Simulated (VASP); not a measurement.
# ZnAu (P4/mmm) in VASP: single point with PBE

Aim: the single point of ZnAu with PBE.

All numbers are computed with VASP 6.6.1; they aren't measurements. Logs are shortened: lines on timing, memory, paths and dates and some standing lists are left out, and cuts for length are marked.

### 1 The cell of the first run

The structure is tetragonal, space group P4/mmm (No. 123). The conventional cell has a = 2.799 Å, b = 2.799 Å, c = 3.549 Å, α = 90.00°, β = 90.00°, γ = 90.00°. Within 3.5 Å of Zn (site symmetry 4/mmm) lie 8 Au at 2.66 Å and 4 Zn at 2.80 Å. Au (site symmetry 4/mmm) has 8 Zn at 2.66 Å and 4 Au at 2.80 Å within 3.5 Å.

### 2 Single point, PBE

File INCAR:

```
SYSTEM = ZnAu
PREC = Accurate
ENCUT = 520
EDIFF = 1E-7
ISMEAR = 0
SIGMA = 0.1
LREAL = .False.
LASPH = .True.
NELM = 80
ALGO = Fast
ISIF = 2
LWAVE = .False.
LCHARG = .False.
GGA = PE
NBANDS = 18
```

File KPOINTS:

```
Automatic mesh
0
Gamma
  6 6 6
  0 0 0
```

File POSCAR:

```
ZnAu
1.0
    2.7988076671      0.0000000000      0.0000000000
    0.0000000000      2.7988076671      0.0000000000
    0.0000000000      0.0000000000      3.5485720614
Zn Au
1 1
Direct
    0.5000000000      0.5000000000      0.5000000000
    0.0000000000      0.0000000000      0.0000000000
```

Potentials or basis: VASP PAW PBE potentials, release 64 (Zn, Au).

The run is started by

```
$ cat potpaw_PBE.64/Zn/POTCAR potpaw_PBE.64/Au/POTCAR > POTCAR
$ mpirun -np 1 vasp_std > vasp.out
```

OUTCAR:

```text
SYSTEM = ZnAu
   PREC = Accurate
   ENCUT = 520
   EDIFF = 1E-7
   ISMEAR = 0
   LREAL = .False.
   LASPH = .True.
   NELM = 80
   ISIF = 2
   GGA = PE

 ion  position               nearest neighbor table
   1  0.500  0.500  0.500-   2 2.66   2 2.66   2 2.66   2 2.66   2 2.66   2 2.66   2 2.66   2 2.66

   2  0.000  0.000  0.000-   1 2.66   1 2.66   1 2.66   1 2.66   1 2.66   1 2.66   1 2.66   1 2.66

  LATTYP: Found a simple tetragonal cell.
 ALAT       =     2.7988076671
 C/A-ratio  =     1.2678870732

  Lattice vectors:

 A1 = (   2.7988076671,   0.0000000000,   0.0000000000)
 A2 = (   0.0000000000,   2.7988076671,   0.0000000000)
 A3 = (   0.0000000000,   0.0000000000,   3.5485720614)

Analysis of symmetry for initial positions (statically):
=====================================================================
 Subroutine PRICEL returns:
 Original cell was already a primitive cell.

 Routine SETGRP: Setting up the symmetry group for a
 simple tetragonal supercell.

 Subroutine GETGRP returns: Found 16 space group operations
 (whereof 16 operations were pure point group operations)
 out of a pool of 16 trial point group operations.

The static configuration has the point symmetry D_4h.

Analysis of symmetry for dynamics (positions and initial velocities):
=====================================================================
 Subroutine PRICEL returns:
 Original cell was already a primitive cell.

 Routine SETGRP: Setting up the symmetry group for a
 simple tetragonal supercell.

 Subroutine GETGRP returns: Found 16 space group operations
 (whereof 16 operations were pure point group operations)
 out of a pool of 16 trial point group operations.

The dynamic configuration has the point symmetry D_4h.

 Subroutine INISYM returns: Found 16 space group operations
 (whereof 16 operations are pure point group operations),
 and found     1 'primitive' translations

----------------------------------------------------------------------------------------

                                     Primitive cell

  volume of cell :      27.7971

  direct lattice vectors                    reciprocal lattice vectors
     2.798807667  0.000000000  0.000000000     0.357295005  0.000000000  0.000000000
     0.000000000  2.798807667  0.000000000     0.000000000  0.357295005  0.000000000
     0.000000000  0.000000000  3.548572061     0.000000000  0.000000000  0.281803492

  length of vectors
     2.798807667  2.798807667  3.548572061     0.357295005  0.357295005  0.281803492

  position of ions in fractional coordinates (direct lattice)
     0.500000000  0.500000000  0.500000000
     0.000000000  0.000000000  0.000000000

  ion indices of the primitive-cell ions
   primitive index   ion index
                 1           1
                 2           2

----------------------------------------------------------------------------------------

 KPOINTS: Automatic mesh

Automatic generation of k-mesh.
 Grid dimensions read from file:
 generate k-points for:    6    6    6

 Generating k-lattice:

  Cartesian coordinates                     Fractional coordinates (reciprocal lattice)
     0.059549168  0.000000000  0.000000000     0.166666667  0.000000000  0.000000000
     0.000000000  0.059549168  0.000000000     0.000000000  0.166666667  0.000000000
     0.000000000  0.000000000  0.046967249     0.000000000  0.000000000  0.166666667

  Length of vectors
     0.059549168  0.059549168  0.046967249

  Shift w.r.t. Gamma in fractional coordinates (k-lattice)
     0.000000000  0.000000000  0.000000000

 Subroutine IBZKPT returns following result:
 ===========================================

 Found     40 irreducible k-points:

 Following reciprocal coordinates:
            Coordinates               Weight
  0.000000  0.000000  0.000000      1.000000
  0.166667  0.000000  0.000000      4.000000
  0.333333  0.000000  0.000000      4.000000
  0.500000  0.000000  0.000000      2.000000
  0.166667  0.166667  0.000000      4.000000
  0.333333  0.166667  0.000000      8.000000
[... 16 lines left out ...]
  0.333333  0.000000  0.333333      8.000000
  0.500000  0.000000  0.333333      4.000000
 [... further k-points ...]
   k-points           NKPTS =     40   k-points in BZ     NKDIM =     40   number of bands    NBANDS=     18
   number of dos      NEDOS =    301   number of ions     NIONS =      2
   total plane-waves  NPLWV =  16128
   dimension x,y,z NGX =    24 NGY =   24 NGZ =   28
   dimension x,y,z NGXF=    48 NGYF=   48 NGZF=   56
   ions per type =               1   1
   NGX,Y,Z   is equivalent  to a cutoff of  14.26, 14.26, 13.12 a.u.
   NGXF,Y,Z  is equivalent  to a cutoff of  28.51, 28.51, 26.24 a.u.
 SYSTEM =  ZnAu
   PREC   = accura    normal or accurate (medium, high low for compatibility)
   ISTART =      0    job   : 0-new  1-cont  2-samecut
   ICHARG =      2    charge: 1-file 2-atom 10-const
   ISPIN  =      1    spin polarized calculation?
   LNONCOLLINEAR =      F non collinear calculations
   LSORBIT =      F    spin-orbit coupling
   LASPH  =      T    aspherical Exc in radial PAW
   ENCUT  =  520.0 eV  38.22 Ry    6.18 a.u.   5.20  5.20  6.60*2*pi/ulx,y,z
   NELM   =     80;   NELMIN=  2; NELMDL= -5     # of ELM steps
   EDIFF  = 0.1E-06   stopping-criterion for ELM
   LREAL  =      F    real-space projection
   EDIFFG = 0.1E-05   stopping-criterion for IOM
   NSW    =      0    number of steps for IOM
   IBRION =     -1    ionic relax: 0-MD 1-quasi-New 2-CG
   NFREE  =      0    steps in history (QN), initial steepest desc. (CG)
   ISIF   =      2    stress and relaxation
   ISYM   =      2    0-nonsym 1-usesym 2-fastsym
   POTIM  = 0.5000    time-step for ionic-motion
   TEBEG  =    0.0;   TEEND  =   0.0 temperature during run
   PSTRESS=    0.0 pullay stress
   NELECT =      23.0000    total number of electrons
   NUPDOWN=      -1.0000    fix difference up-down
   EMIN   =  10.00;   EMAX   =-10.00  energy-range for DOS
   EFERMI =   0.00;   METHOD = LEGACY
   ISMEAR =     0;   SIGMA  =   0.10  broadening in eV -4-tet -1-fermi 0-gaus
   EFERMI_NEDOS =   21; number of points for ismear=-14 and -15
   IALGO  =     68    algorithm
   IMIX   =      4    mixing-type and parameters
     AMIX     =   0.40;   BMIX     =  1.00
     AMIX_MAG =   1.60;   BMIX_MAG =  1.00
  volume/ion in A,a.u.               =      13.90        93.79
  Fermi-wavevector in a.u.,A,eV,Ry     =   1.536919  2.904355 32.138577  2.362119
  Thomas-Fermi vector in A             =   2.643500
   LORBIT       =      0    0 simple, 1 ext, 2 COOP (PROOUT), +10 PAW based schemes
   GGA     = PE    functional components
   LHFCALC =     F    Hartree Fock is set to
   AEXX    =    0.0000 exact exchange contribution
   IVDW    =     0    specifies the selected vdW correction
   LEPSILON=     F    determine dielectric tensor
   LRPA    =     F    only Hartree local field effects (RPA)
 non-spin polarized calculation
 RMM-DIIS sequential band-by-band and
 Gauss-broadening in eV      SIGMA  =   0.10
  energy-cutoff  :      520.00
  volume of cell :       27.80
 maximum number of plane-waves:       764
 NGX is ok and might be reduce to    24
   NGX = 11   NGY = 11   NGZ = 13

 number of electron      23.0000017 magnetization

 Free energy of the ion-electron system (eV)
  ---------------------------------------------------
  ext. energy  EPLUGINS =         0.00000000
  ---------------------------------------------------
  free energy    TOTEN  =        -4.37865261 eV

  energy without entropy =       -4.37572308  energy(sigma->0) =       -4.37718784

 E-fermi :   8.8269     XC(G=0): -13.0424

 val. band max:        8.6302280250   @ k =   0.3333   0.1667   0.3333
 cond. band min:       8.8846302006   @ k =   0.5000   0.3333   0.3333
 fundamental gap:      0.2544021756
 Fermi energy:         8.8268625958

 k-point     1 :       0.0000    0.0000    0.0000
  band No.  band energies     occupation
      1      -3.1521      2.00000
      2      -0.2850      2.00000
      3      -0.1418      2.00000
      4       0.7919      2.00000
      5       0.7919      2.00000
      6       1.1502      2.00000
[... 10 lines left out ...]
     17      23.5677      0.00000
     18      25.2235      0.00000

 k-point     2 :       0.1667    0.0000    0.0000
  band No.  band energies     occupation
      1      -2.5274      2.00000
      2      -0.0784      2.00000
      3       0.0790      2.00000
      4       0.7354      2.00000
      5       0.8586      2.00000
      6       1.0936      2.00000
[... 10 lines left out ...]
     17      25.0106      0.00000
     18      26.8990      0.00000

 k-point     3 :       0.3333    0.0000    0.0000
  band No.  band energies     occupation
      1      -0.9220      2.00000
      2       0.2880      2.00000
      3       0.5483      2.00000
      4       0.6433      2.00000
      5       0.9856      2.00000
      6       0.9985      2.00000
[... 10 lines left out ...]
     17      21.7976      0.00000
     18      24.5866      0.00000

 k-point     4 :       0.5000    0.0000    0.0000
  band No.  band energies     occupation
      1       0.3942      2.00000
      2       0.4823      2.00000
      3       0.6147      2.00000
      4       0.6713      2.00000
      5       0.9343      2.00000
      6       1.0722      2.00000
[... 375 lines left out ...]
      4       0.8810      2.00000
      5       0.8834      2.00000
      6       1.0988      2.00000
[... 10 lines left out ...]
     17      23.4119      0.00000
     18      25.4036      0.00000

 k-point    23 :       0.3333    0.0000    0.3333
  band No.  band energies     occupation
      1      -0.5726      2.00000
      2      -0.0110      2.00000
      3       0.7756      2.00000
      4       0.8102      2.00000
      5       0.9120      2.00000
      6       1.3492      2.00000
[... 10 lines left out ...]
     17      24.1908      0.00000
     18      24.6843      0.00000

 k-point    24 :       0.5000    0.0000    0.3333
  band No.  band energies     occupation
      1      -0.3207      2.00000
      2      -0.3077      2.00000
      3       0.7394      2.00000
      4       0.7977      2.00000
      5       0.8630      2.00000
      6       1.9068      2.00000
[... 10 lines left out ...]
     17      24.2264      0.00000
     18      24.5789      0.00000

 [... further k-points ...]

------------------------ aborting loop because EDIFF is reached ----------------------------------------

  FORCE on cell =-STRESS in cart. coord.  units (eV):
  Direction    XX          YY          ZZ          XY          YZ          ZX
  --------------------------------------------------------------------------------------
  -------------------------------------------------------------------------------------
  Total        4.7656085      4.7656085      4.8230578      0.0000000     -0.0000000      0.0000000
  in kB      274.6813676    274.6813676    277.9926461      0.0000000     -0.0000000      0.0000000
  external PRESSURE =     275.7851271 kB  Pullay stress =       0.0000000 kB

 VOLUME and BASIS-vectors are now :
 -----------------------------------------------------------------------------
  energy-cutoff  :      520.00
  volume of cell :       27.80
      direct lattice vectors                 reciprocal lattice vectors
     2.798807667  0.000000000  0.000000000     0.357295005  0.000000000  0.000000000
     0.000000000  2.798807667  0.000000000     0.000000000  0.357295005  0.000000000
     0.000000000  0.000000000  3.548572061     0.000000000  0.000000000  0.281803492

 POSITION                                       TOTAL-FORCE (eV/Angst)
 -----------------------------------------------------------------------------------
      1.39940      1.39940      1.77429         0.000000      0.000000      0.000000
      0.00000      0.00000      0.00000         0.000000      0.000000      0.000000
 -----------------------------------------------------------------------------------
    total drift:                                0.000000      0.000000     -0.000000

  FREE ENERGIE OF THE ION-ELECTRON SYSTEM (eV)
  ---------------------------------------------------
  free  energy   TOTEN  =        -4.3786526072 eV

  energy  without entropy=       -4.3757230788  energy(sigma->0) =       -4.37718784
```

Run time: 14 s. Hardware: 1 thread of Intel Xeon 6975P-C, shared host; peak memory 0.15 GiB.

What came out:

| Item | Value |
| --- | --- |
| Free energy | -4.3787 eV |
| Pressure | 27.6 GPa |

Levels at points of the mesh, in eV from the Fermi level:
| k point | band 10 | band 11 | band 12 | band 13 | band 14 | band 15 |
| --- | --- | --- | --- | --- | --- | --- |
| (0.00, 0.00, 0.00) | -4.14 | -3.70 | 0.62 | 6.73 | 7.73 | 7.73 |
| (0.50, 0.00, 0.00) | -5.22 | -4.33 | -1.31 | 7.63 | 8.02 | 9.72 |
| (0.50, 0.50, 0.00) | -2.60 | -1.55 | -1.55 | 3.37 | 4.18 | 7.94 |
| (0.00, 0.00, 0.50) | -4.92 | -4.67 | -3.78 | 11.79 | 12.83 | 12.83 |
| (0.50, 0.00, 0.50) | -3.89 | -3.21 | -2.81 | 1.00 | 2.20 | 13.33 |
| (0.50, 0.50, 0.50) | -2.60 | 2.05 | 3.69 | 3.69 | 4.43 | 5.17 |

Caveat: the k points lie up to 0.37 Å⁻¹ apart; spin-orbit coupling is left out, which moves the levels of the heavy elements.
